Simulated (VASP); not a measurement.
# V (P6/mmm) in VASP: notebook, part 2 of 2

VASP 6.6.1.

**3. Single point, r2SCAN, collinear spin, ferromagnetic start**

This run uses another cell than the first one: it holds 4 atoms, not 3.

The input, POSCAR:

```
V
1.0
    4.1734462008      0.0000000000      0.0000000000
   -2.0867231004      3.6143104312      0.0000000000
    0.0000000000      0.0000000000      4.7896173539
V
4
Direct
    0.3333333333      0.6666666667      0.5000084746
    0.6666666667      0.3333333333      1.0000084746
    0.6666666667      0.3333333333      0.4999915254
    0.3333333333      0.6666666667     -0.0000084746
```

The input, INCAR.step1:

```
SYSTEM = V
  ALGO = Normal
  EDIFF = 1E-4
  ENCUT = 520
  GGA = PE
  ISMEAR = 0
  ISPIN = 2
  LASPH = .True.
  LCHARG = .False.
  LMAXMIX = 4
  LREAL = .False.
  LWAVE = .True.
  MAGMOM = 1.46 1.46 1.46 1.46
  NBANDS = 38
  NELM = 150
  PREC = Accurate
  SIGMA = 0.1
```

The input, INCAR.step2:

```
SYSTEM = V
  ALGO = Normal
  EDIFF = 1E-6
  ENCUT = 520
  ISIF = 2
  ISMEAR = 0
  ISPIN = 2
  ISTART = 1
  LASPH = .True.
  LCHARG = .False.
  LMAXMIX = 4
  LMIXTAU = .True.
  LORBIT = 11
  LREAL = .False.
  LWAVE = .False.
  MAGMOM = 1.46 1.46 1.46 1.46
  METAGGA = R2SCAN
  NBANDS = 38
  NELM = 150
  PREC = Accurate
  SIGMA = 0.1
```

The input, KPOINTS:

```
k-points
0
Gamma
  6 6 4
  0 0 0
```

Potentials or basis: VASP PAW PBE potentials, release 64 (V_sv).

Command:

```bash
> cat potpaw_PBE.64/V_sv/POTCAR > POTCAR
> cp INCAR.step1 INCAR
> mpirun -np 1 vasp_std > vasp.out
> cp INCAR.step2 INCAR
> mpirun -np 1 vasp_std > vasp.out
```

OUTCAR:

```text
SYSTEM = V
   EDIFF = 1E-6
   ENCUT = 520
   ISIF = 2
   ISMEAR = 0
   ISPIN = 2
   ISTART = 1
   LASPH = .True.
   LORBIT = 11
   LREAL = .False.
   METAGGA = R2SCAN
   NELM = 150
   PREC = Accurate

 ion  position               nearest neighbor table
   1  0.333  0.667  0.500-   4 2.39   4 2.39   3 2.41   3 2.41   3 2.41
   2  0.667  0.333  0.000-   3 2.39   3 2.39   4 2.41   4 2.41   4 2.41
   3  0.667  0.333  0.500-   2 2.39   2 2.39   1 2.41   1 2.41   1 2.41
   4  0.333  0.667  1.000-   1 2.39   1 2.39   2 2.41   2 2.41   2 2.41

  LATTYP: Found a hexagonal cell.
 ALAT       =     4.1734462008
 C/A-ratio  =     1.1476408521

  Lattice vectors:

 A1 = (   4.1734462008,   0.0000000000,   0.0000000000)
 A2 = (  -2.0867231004,   3.6143104312,   0.0000000000)
 A3 = (   0.0000000000,   0.0000000000,   4.7896173539)

Analysis of symmetry for initial positions (statically):
=====================================================================
 Subroutine PRICEL returns:
 Original cell was already a primitive cell.

 Routine SETGRP: Setting up the symmetry group for a
 hexagonal supercell.

 Subroutine GETGRP returns: Found 24 space group operations
 (whereof 12 operations were pure point group operations)
 out of a pool of 24 trial point group operations.

The static configuration has the point symmetry D_3d.
 The point group associated with its full space group is D_6h.

Analysis of symmetry for dynamics (positions and initial velocities):
=====================================================================
 Subroutine PRICEL returns:
 Original cell was already a primitive cell.

 Routine SETGRP: Setting up the symmetry group for a
 hexagonal supercell.

 Subroutine GETGRP returns: Found 24 space group operations
 (whereof 12 operations were pure point group operations)
 out of a pool of 24 trial point group operations.

The dynamic configuration has the point symmetry D_3d.
 The point group associated with its full space group is D_6h.
[... 160 lines left out ...]

  energy without entropy =      -50.36943980  energy(sigma->0) =      -50.37831697

 E-fermi :   6.4181     XC(G=0): -11.8467

 val. band max:        6.4180969231   @ k =   0.1667   0.0000   0.2500
 cond. band min:       6.4701053279   @ k =   0.3333   0.3333   0.2500
 fundamental gap:      0.0520084048
 Fermi energy:         6.4181212720

 spin component 1

 k-point     1 :       0.0000    0.0000    0.0000
  band No.  band energies     occupation
      1     -60.6097      1.00000
      2     -60.3972      1.00000
      3     -60.2950      1.00000
      4     -60.0977      1.00000
      5     -33.8188      1.00000
      6     -33.6743      1.00000
[... 850 lines left out ...]
     37       9.7207      0.00000
     38       9.7207      0.00000
 Fermi energy:         6.4181212720

 spin component 2

 k-point     1 :       0.0000    0.0000    0.0000
  band No.  band energies     occupation
      1     -59.5267      1.00000
      2     -59.3091      1.00000
      3     -59.2374      1.00000
      4     -59.0367      1.00000
      5     -32.9321      1.00000
      6     -32.6437      1.00000
[... 850 lines left out ...]
     37      10.5468      0.00000
     38      10.5468      0.00000

------------------------ aborting loop because EDIFF is reached ----------------------------------------

  FORCE on cell =-STRESS in cart. coord.  units (eV):
  Direction    XX          YY          ZZ          XY          YZ          ZX
  --------------------------------------------------------------------------------------
  -------------------------------------------------------------------------------------
  Total        0.2339893      0.2339893      0.3379058      0.0000000     -0.0000000     -0.0000000
  in kB        5.1890208      5.1890208      7.4935082      0.0000000     -0.0000000     -0.0000000
  external PRESSURE =       5.9571832 kB  Pullay stress =       0.0000000 kB

 VOLUME and BASIS-vectors are now :
 -----------------------------------------------------------------------------
  energy-cutoff  :      520.00
  volume of cell :       72.25
      direct lattice vectors                 reciprocal lattice vectors
     4.173446201  0.000000000  0.000000000     0.239610133  0.138338975  0.000000000
    -2.086723100  3.614310431  0.000000000     0.000000000  0.276677950  0.000000000
     0.000000000  0.000000000  4.789617354     0.000000000  0.000000000  0.208784946

 POSITION                                       TOTAL-FORCE (eV/Angst)
 -----------------------------------------------------------------------------------
     -0.00000      2.40954      2.39485         0.000000      0.000000     -0.000970
      2.08672      1.20477      0.00004         0.000000     -0.000000     -0.000970
      2.08672      1.20477      2.39477        -0.000000     -0.000000      0.000970
     -0.00000      2.40954      4.78958        -0.000000      0.000000      0.000970
 -----------------------------------------------------------------------------------
    total drift:                               -0.000000     -0.000000     -0.000000

  FREE ENERGIE OF THE ION-ELECTRON SYSTEM (eV)
  ---------------------------------------------------
  free  energy   TOTEN  =       -50.3871941410 eV

  energy  without entropy=      -50.3694397991  energy(sigma->0) =      -50.37831697

 total charge

# of ion       s       p       d       tot
------------------------------------------
    1        2.364   6.158   3.170  11.691
    2        2.364   6.158   3.170  11.691
    3        2.364   6.158   3.170  11.691
    4        2.364   6.158   3.170  11.691
--------------------------------------------------
tot          9.455  24.630  12.680  46.765

 magnetization (x)

# of ion       s       p       d       tot
------------------------------------------
    1        0.036   0.042   0.880   0.958
    2        0.036   0.042   0.880   0.958
    3        0.036   0.042   0.880   0.958
    4        0.036   0.042   0.880   0.958
--------------------------------------------------
tot          0.142   0.169   3.520   3.831
```

It took 4.1 min on 1 thread of AMD EPYC 9R45 (Zen 5), shared host; peak memory 0.23 GiB.

What came out:

```
Free energy                                           : -50.3872 eV
Pressure                                              : 0.6 GPa
Net moment                                            : 4.16 μB per cell
Site moments                                          : V +0.96 μB
Valence electrons inside the program's atomic spheres : V 11.69
```

Stress tensor (GPa, compression positive):
```
0.52 0.00 0.00
0.00 0.52 0.00
0.00 0.00 0.75
```

Levels at points of the mesh, in eV from the Fermi level:
Spin up:
```tsv
k point	band 24	band 25	band 26	band 27	band 28	band 29	band 30	band 31	band 32	band 33
(0.00, 0.00, 0.00)	-0.97	-0.87	-0.87	0.16	0.16	0.47	0.47	0.63	0.63	0.80
(0.50, 0.00, 0.00)	-1.46	-1.30	-0.91	-0.87	-0.60	1.17	1.95	2.01	2.14	2.32
(0.00, 0.00, 0.50)	-1.27	-0.36	-0.36	-0.36	-0.36	0.38	0.38	0.38	0.38	0.82
(0.50, 0.00, 0.50)	-1.68	-0.98	-0.98	-0.80	-0.80	0.17	0.17	1.98	1.98	1.98
```
Spin down:
```
           k point  band 22  band 23  band 24  band 25  band 26  band 27
(0.00, 0.00, 0.00)    -0.18     0.18     0.18     0.49     0.49     0.78
(0.50, 0.00, 0.00)    -0.60    -0.45    -0.37    -0.02     0.24     0.70
(0.00, 0.00, 0.50)    -0.64     0.17     0.17     0.65     0.65     0.65
(0.50, 0.00, 0.50)    -1.02    -0.53    -0.53     0.24     0.24     0.78
```

Caveat: the PAW data sets were made with another functional, which shifts forces and pressure a little.
